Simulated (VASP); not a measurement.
# Mo (Im-3m) in VASP: a series of runs

Mo is run at these levels: PBEsol; tasks: single point.

Program: VASP 6.6.1. These are calculated values, not measurements. Logs are shortened: lines on timing, memory, paths and dates and some standing lists are left out, and cuts for length are marked.

### 1 The cell of the first run

Symmetry: Im-3m, No. 229, cubic system. The conventional cell has a = 3.132 Å, b = 3.132 Å, c = 3.132 Å, α = 90.00°, β = 90.00°, γ = 90.00°. Mo (site symmetry m-3m) has 14 Mo at 2.71 to 3.13 Å within 3.6 Å.

### 2 Single point, PBEsol

INCAR reads:

```
PREC = Accurate ; ENCUT = 520
EDIFF = 1E-7 ; ISMEAR = -1
SIGMA = 0.1 ; LREAL = False
LASPH = True ; NELM = 100
ALGO = Normal ; ISIF = 2
LWAVE = False ; LCHARG = True
GGA = PS ; LELF = True
LVHAR = True ; NBANDS = 13
```

KPOINTS reads:

```
Automatic mesh
0
Gamma
  23 23 23
```

POSCAR reads:

```
Mo
1.0
   -1.5657954897      1.5657954897      1.5657954897
    1.5657954897     -1.5657954897      1.5657954897
    1.5657954897      1.5657954897     -1.5657954897
Mo
1
Direct
    0.0000000000      0.0000000000      0.0000000000
```

Potentials or basis: VASP PAW PBE potentials, release 64 (Mo_sv).

Started as:

```bash
$ cat potpaw_PBE.64/Mo_sv/POTCAR > POTCAR
$ mpirun -np 1 vasp_std > vasp.out
```

OUTCAR:

```text
PREC = Accurate
   ENCUT = 520
   EDIFF = 1E-7
   ISMEAR = -1
   LREAL = False
   LASPH = True
   NELM = 100
   ISIF = 2
   GGA = PS

 ion  position               nearest neighbor table
   1  0.000  0.000  0.000-

  LATTYP: Found a body centered cubic cell.
 ALAT       =     3.1315909794

  Lattice vectors:

 A1 = (  -1.5657954897,   1.5657954897,   1.5657954897)
 A2 = (   1.5657954897,  -1.5657954897,   1.5657954897)
 A3 = (   1.5657954897,   1.5657954897,  -1.5657954897)

Analysis of symmetry for initial positions (statically):
=====================================================================
 Subroutine PRICEL returns:
 Original cell was already a primitive cell.

 Routine SETGRP: Setting up the symmetry group for a
 body centered cubic supercell.

 Subroutine GETGRP returns: Found 48 space group operations
 (whereof 48 operations were pure point group operations)
 out of a pool of 48 trial point group operations.

The static configuration has the point symmetry O_h .

Analysis of symmetry for dynamics (positions and initial velocities):
=====================================================================
 Subroutine PRICEL returns:
 Original cell was already a primitive cell.

 Routine SETGRP: Setting up the symmetry group for a
 body centered cubic supercell.

 Subroutine GETGRP returns: Found 48 space group operations
 (whereof 48 operations were pure point group operations)
 out of a pool of 48 trial point group operations.

The dynamic configuration has the point symmetry O_h .

 Subroutine INISYM returns: Found 48 space group operations
 (whereof 48 operations are pure point group operations),
 and found     1 'primitive' translations

----------------------------------------------------------------------------------------

                                     Primitive cell

  volume of cell :      15.3555

  direct lattice vectors                    reciprocal lattice vectors
    -1.565795490  1.565795490  1.565795490     0.000000000  0.319326504  0.319326504
     1.565795490 -1.565795490  1.565795490     0.319326504  0.000000000  0.319326504
     1.565795490  1.565795490 -1.565795490     0.319326504  0.319326504  0.000000000

  length of vectors
     2.712037342  2.712037342  2.712037342     0.451595873  0.451595873  0.451595873

  position of ions in fractional coordinates (direct lattice)
     0.000000000  0.000000000  0.000000000

  ion indices of the primitive-cell ions
   primitive index   ion index
                 1           1

----------------------------------------------------------------------------------------

 KPOINTS: Automatic mesh

Automatic generation of k-mesh.
 Grid dimensions read from file:
 generate k-points for:   23   23   23

 Generating k-lattice:

  Cartesian coordinates                     Fractional coordinates (reciprocal lattice)
     0.000000000  0.013883761  0.013883761     0.043478261  0.000000000  0.000000000
     0.013883761  0.000000000  0.013883761     0.000000000  0.043478261  0.000000000
     0.013883761  0.013883761  0.000000000     0.000000000  0.000000000  0.043478261

  Length of vectors
     0.019634603  0.019634603  0.019634603

  Shift w.r.t. Gamma in fractional coordinates (k-lattice)
     0.000000000  0.000000000  0.000000000

 Subroutine IBZKPT returns following result:
 ===========================================

 Found    364 irreducible k-points:

 Following reciprocal coordinates:
            Coordinates               Weight
  0.000000  0.000000  0.000000      1.000000
  0.043478  0.000000  0.000000     12.000000
  0.086957  0.000000  0.000000     12.000000
  0.130435  0.000000  0.000000     12.000000
  0.173913  0.000000  0.000000     12.000000
  0.217391  0.000000  0.000000     12.000000
[... 16 lines left out ...]
  0.478261  0.043478  0.000000     24.000000
  0.086957  0.086957  0.000000     24.000000
 [... further k-points ...]
   k-points           NKPTS =    364   k-points in BZ     NKDIM =    364   number of bands    NBANDS=     13
   number of dos      NEDOS =    301   number of ions     NIONS =      1
   total plane-waves  NPLWV =   8000
   dimension x,y,z NGX =    20 NGY =   20 NGZ =   20
   dimension x,y,z NGXF=    40 NGYF=   40 NGZF=   40
   ions per type =               1
   NGX,Y,Z   is equivalent  to a cutoff of  12.26, 12.26, 12.26 a.u.
   NGXF,Y,Z  is equivalent  to a cutoff of  24.52, 24.52, 24.52 a.u.
 SYSTEM =  unknown system
   PREC   = accura    normal or accurate (medium, high low for compatibility)
   ISTART =      0    job   : 0-new  1-cont  2-samecut
   ICHARG =      2    charge: 1-file 2-atom 10-const
   ISPIN  =      1    spin polarized calculation?
   LNONCOLLINEAR =      F non collinear calculations
   LSORBIT =      F    spin-orbit coupling
   LASPH  =      T    aspherical Exc in radial PAW
   ENCUT  =  520.0 eV  38.22 Ry    6.18 a.u.   5.04  5.04  5.04*2*pi/ulx,y,z
   NELM   =    100;   NELMIN=  2; NELMDL= -5     # of ELM steps
   EDIFF  = 0.1E-06   stopping-criterion for ELM
   LREAL  =      F    real-space projection
   EDIFFG = 0.1E-05   stopping-criterion for IOM
   NSW    =      0    number of steps for IOM
   IBRION =     -1    ionic relax: 0-MD 1-quasi-New 2-CG
   NFREE  =      0    steps in history (QN), initial steepest desc. (CG)
   ISIF   =      2    stress and relaxation
   ISYM   =      2    0-nonsym 1-usesym 2-fastsym
   POTIM  = 0.5000    time-step for ionic-motion
   TEBEG  =    0.0;   TEEND  =   0.0 temperature during run
   PSTRESS=    0.0 pullay stress
   NELECT =      14.0000    total number of electrons
   NUPDOWN=      -1.0000    fix difference up-down
   EMIN   =  10.00;   EMAX   =-10.00  energy-range for DOS
   EFERMI =   0.00;   METHOD = LEGACY
   ISMEAR =    -1;   SIGMA  =   0.10  broadening in eV -4-tet -1-fermi 0-gaus
   EFERMI_NEDOS =   21; number of points for ismear=-14 and -15
   IALGO  =     38    algorithm
   IMIX   =      4    mixing-type and parameters
     AMIX     =   0.40;   BMIX     =  1.00
     AMIX_MAG =   1.60;   BMIX_MAG =  1.00
  volume/ion in A,a.u.               =      15.36       103.62
  Fermi-wavevector in a.u.,A,eV,Ry     =   1.587434  2.999816 34.285977  2.519948
  Thomas-Fermi vector in A             =   2.686593
   LORBIT       =      0    0 simple, 1 ext, 2 COOP (PROOUT), +10 PAW based schemes
   GGA     = PS    functional components
   LHFCALC =     F    Hartree Fock is set to
   AEXX    =    0.0000 exact exchange contribution
   IVDW    =     0    specifies the selected vdW correction
   LEPSILON=     F    determine dielectric tensor
   LRPA    =     F    only Hartree local field effects (RPA)
 non-spin polarized calculation
  energy-cutoff  :      520.00
  volume of cell :       15.36
 maximum number of plane-waves:       426
   NGX =  9   NGY =  9   NGZ =  9

 number of electron      13.9999998 magnetization

 Free energy of the ion-electron system (eV)
  ---------------------------------------------------
  ext. energy  EPLUGINS =         0.00000000
  ---------------------------------------------------
  free energy    TOTEN  =       -11.78957166 eV

  energy without entropy =      -11.77042309  energy(sigma->0) =      -11.77999737

 E-fermi :  12.7465     XC(G=0): -13.6297

 val. band max:       12.7456315882   @ k =   0.4348   0.1304   0.0000
 cond. band min:      12.7586443393   @ k =  -0.2174   0.2609   0.0870
 fundamental gap:      0.0130127511
 Fermi energy:        12.7465470819

 k-point     1 :       0.0000    0.0000    0.0000
  band No.  band energies     occupation
      1     -48.4432      2.00000
      2     -21.6879      2.00000
      3     -21.6879      2.00000
      4     -21.6879      2.00000
      5       5.4100      2.00000
      6      11.3518      2.00000
      7      11.3518      2.00000
      8      11.3518      2.00000
      9      14.4333      0.00000
     10      14.4333      0.00000
     11      27.5878      0.00000
     12      27.5878      0.00000
     13      27.5878      0.00000

 k-point     2 :       0.0435    0.0000    0.0000
  band No.  band energies     occupation
      1     -48.4381      2.00000
      2     -21.7177      2.00000
      3     -21.6970      2.00000
      4     -21.6881      2.00000
      5       5.4963      2.00000
      6      11.3022      2.00000
      7      11.3443      2.00000
      8      11.4326      2.00000
      9      14.3571      0.00000
     10      14.4343      0.00000
     11      27.6552      0.00000
     12      27.7332      0.00000
     13      27.7671      0.00000

 k-point     3 :       0.0870    0.0000    0.0000
  band No.  band energies     occupation
      1     -48.4229      2.00000
      2     -21.8043      2.00000
      3     -21.7236      2.00000
      4     -21.6888      2.00000
      5       5.7478      2.00000
      6      11.1606      2.00000
      7      11.3142      2.00000
      8      11.6734      1.99996
      9      14.1678      0.00000
     10      14.4393      0.00000
     11      27.8345      0.00000
     12      28.1618      0.00000
     13      28.2508      0.00000

 k-point     4 :       0.1304    0.0000    0.0000
  band No.  band energies     occupation
      1     -48.3987      2.00000
      2     -21.9399      2.00000
      3     -21.7656      2.00000
      4     -21.6899      2.00000
      5       6.1394      2.00000
      6      10.9457      2.00000
      7      11.2460      2.00000
      8      12.0679      1.99775
      9      13.9601      0.00001
     10      14.4540      0.00000
     11      28.0491      0.00000
     12      28.8521      0.00000
     13      28.8798      0.00000

 k-point     5 :       0.1739    0.0000    0.0000
  band No.  band energies     occupation
      1     -48.3672      2.00000
      2     -22.1127      2.00000
      3     -21.8194      2.00000
      4     -21.6914      2.00000
      5       6.6218      2.00000
      6      10.6827      2.00000
      7      11.1456      2.00000
      8      12.6055      1.60756
      9      13.8310      0.00004
     10      14.4858      0.00000
     11      28.1536      0.00000
     12      29.3912      0.00000
     13      29.7739      0.00000

 k-point     6 :       0.2174    0.0000    0.0000
  band No.  band energies     occupation
      1     -48.3308      2.00000
      2     -22.3083      2.00000
      3     -21.8810      2.00000
      4     -21.6931      2.00000
      5       7.1090      2.00000
      6      10.3977      2.00000
      7      11.0850      2.00000
      8      13.2706      0.01054
      9      13.8260      0.00004
     10      14.5407      0.00000
     11      27.9760      0.00000
     12      29.4676      0.00000
     13      30.8931      0.00000

 k-point     7 :       0.2609    0.0000    0.0000
  band No.  band energies     occupation
      1     -48.2918      2.00000
      2     -22.5114      2.00000
      3     -21.9455      2.00000
      4     -21.6949      2.00000
      5       7.4755      2.00000
      6      10.1144      2.00000
      7      11.2065      2.00000
      8      13.9323      0.00001
      9      14.0405      0.00000
     10      14.6216      0.00000
     11      27.4742      0.00000
     12      28.9738      0.00000
     13      32.1730      0.00000
[... 193 lines left out ...]
 k-point    20 :       0.3478    0.0435    0.0000
  band No.  band energies     occupation
      1     -48.2011      2.00000
      2     -22.9530      2.00000
      3     -22.0945      2.00000
      4     -21.7106      2.00000
      5       7.6007      2.00000
      6       9.5459      2.00000
      7      12.5051      1.83590
      8      14.3478      0.00000
      9      14.9845      0.00000
     10      16.3138      0.00000
     11      25.7962      0.00000
     12      26.5299      0.00000
     13      32.4191      0.00000

 k-point    21 :       0.3913    0.0435    0.0000
  band No.  band energies     occupation
      1     -48.1762      2.00000
      2     -23.0718      2.00000
      3     -22.1354      2.00000
      4     -21.7120      2.00000
      5       7.4786      2.00000
      6       9.3972      2.00000
      7      13.2169      0.01796
      8      14.4910      0.00000
      9      15.1381      0.00000
     10      17.0754      0.00000
     11      25.2433      0.00000
     12      25.5921      0.00000
     13      31.2367      0.00000

 k-point    22 :       0.4348    0.0435    0.0000
  band No.  band energies     occupation
      1     -48.1604      2.00000
      2     -23.1461      2.00000
      3     -22.1611      2.00000
      4     -21.7128      2.00000
      5       7.3856      2.00000
      6       9.3058      2.00000
      7      13.7831      0.00006
      8      14.5061      0.00000
      9      15.3004      0.00000
     10      17.6184      0.00000
     11      24.8072      0.00000
     12      25.0030      0.00000
     13      30.4348      0.00000

 k-point    23 :       0.4783    0.0435    0.0000
  band No.  band energies     occupation
      1     -48.1550      2.00000
      2     -23.1714      2.00000
      3     -22.1698      2.00000
      4     -21.7131      2.00000
      5       7.3516      2.00000
      6       9.2749      2.00000
      7      14.0393      0.00000
      8      14.4511      0.00000
      9      15.3762      0.00000
     10      17.8185      0.00000
     11      24.5891      0.00000
     12      24.8516      0.00000
     13      30.1480      0.00000

 k-point    24 :       0.0870    0.0870    0.0000
  band No.  band energies     occupation
      1     -48.3848      2.00000
      2     -22.0162      2.00000
      3     -21.7635      2.00000
      4     -21.7170      2.00000
      5       6.3661      2.00000
      6      10.9240      2.00000
      7      11.0453      2.00000
      8      12.3685      1.95539
      9      13.7956      0.00006
     10      14.5392      0.00000
     11      28.3029      0.00000
     12      29.0055      0.00000
     13      29.2029      0.00000

 [... further k-points ...]
[... 5 lines left out ...]
  --------------------------------------------------------------------------------------
  -------------------------------------------------------------------------------------
  Total        0.0079434      0.0079434      0.0079434      0.0000000      0.0000000     -0.0000000
  in kB        0.8288071      0.8288071      0.8288071      0.0000000      0.0000000     -0.0000000
  external PRESSURE =       0.8288071 kB  Pullay stress =       0.0000000 kB

 VOLUME and BASIS-vectors are now :
 -----------------------------------------------------------------------------
  energy-cutoff  :      520.00
  volume of cell :       15.36
      direct lattice vectors                 reciprocal lattice vectors
    -1.565795490  1.565795490  1.565795490     0.000000000  0.319326504  0.319326504
     1.565795490 -1.565795490  1.565795490     0.319326504  0.000000000  0.319326504
     1.565795490  1.565795490 -1.565795490     0.319326504  0.319326504  0.000000000

 POSITION                                       TOTAL-FORCE (eV/Angst)
 -----------------------------------------------------------------------------------
      0.00000      0.00000      0.00000         0.000000     -0.000000      0.000000
 -----------------------------------------------------------------------------------
    total drift:                                0.000000     -0.000000      0.000000

  FREE ENERGIE OF THE ION-ELECTRON SYSTEM (eV)
  ---------------------------------------------------
  free  energy   TOTEN  =       -11.7895716565 eV

  energy  without entropy=      -11.7704230914  energy(sigma->0) =      -11.77999737
```

It took 46 s on 1 thread of Intel Xeon Platinum 8488C (Sapphire Rapids), shared host; peak memory 0.18 GiB.

Results:

```
Free energy            : -11.7896 eV
Pressure               : 0.1 GPa
Band gap on the k mesh : zero (band 7 reaches 16.73 eV, above the bottom of band 8 at 11.35 eV)
```

Levels at points of the mesh, in eV from the Fermi level:
```
           k point  band 4  band 5  band 6  band 7  band 8  band 9  band 10  band 11
(0.00, 0.00, 0.00)  -34.43   -7.34   -1.39   -1.39   -1.39    1.69     1.69    14.84
```

Caveat: the PAW data sets were made with another functional, which shifts forces and pressure a little.

(Continued in part 2 of 2.)
